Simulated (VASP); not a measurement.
Set up this calculation in VASP 6.6.1, as the native input.

```
Task                   : single point
Functional             : LDA
Potentials or basis    : VASP PAW LDA potentials, release 64 (Al, N)
Cutoff                 : 600 eV
k mesh                 : 9 × 9 × 6
Occupations            : gaussian, width 0.05 eV
Spin                   : no spin polarisation
Dipole correction      : no
Further INCAR settings : ALGO = Normal; EDIFF = 1e-06; NBANDS = 16
```

The structure of AlN lies in POSCAR:

```
AlN
1.0
    3.3452368992      0.0000000000      0.0000000000
   -1.6726184496      2.8683763727      0.0000000000
    0.0000000000      0.0000000000      4.1875630000
Al N
2 2
Direct
    0.3333333333      0.6666666667      0.7500000000
    0.6666666667      0.3333333333      0.2500000000
    0.3333333333      0.6666666667      0.2500000000
    0.6666666667      0.3333333333      0.7500000000
```

This cell differs from its parent crystal: strain +0.0100 x Voigt [1, 0, 0, 0, 0, 0].

One way to write it, as run:

INCAR

```
SYSTEM = AlN
ALGO = Normal
EDIFF = 1E-6
ENCUT = 600
GGA = CA
GGA_COMPAT = .FALSE.
ISIF = 2
ISMEAR = 0
LASPH = .TRUE.
LCHARG = .TRUE.
LELF = .TRUE.
LREAL = .FALSE.
LVHAR = .TRUE.
LWAVE = .FALSE.
NBANDS = 16
NELM = 120
PREC = Accurate
SIGMA = 0.05
```

KPOINTS

```
k-points
0
G
  9 9 6
  0 0 0
```

Potentials or basis: VASP PAW LDA potentials, release 64 (Al, N).

Launch:

```sh
$ cat potpaw_LDA.64/Al/POTCAR potpaw_LDA.64/N/POTCAR > POTCAR
$ mpirun -np 1 vasp_std > vasp.out
```

It gave:

```json
{"Pressure": "-10.3 GPa", "Largest force": "0.120 eV/Å", "Band gap on the k mesh": "3.22 eV, direct"}
```

Caveat: the cell differs from its parent crystal (strain +0.0100 x Voigt [1, 0, 0, 0, 0, 0]).

Wall time 31 s on 1 thread of Intel(R) Xeon(R) 6975P-C (Granite Rapids), with other jobs on the host, peak memory 0.19 GiB.
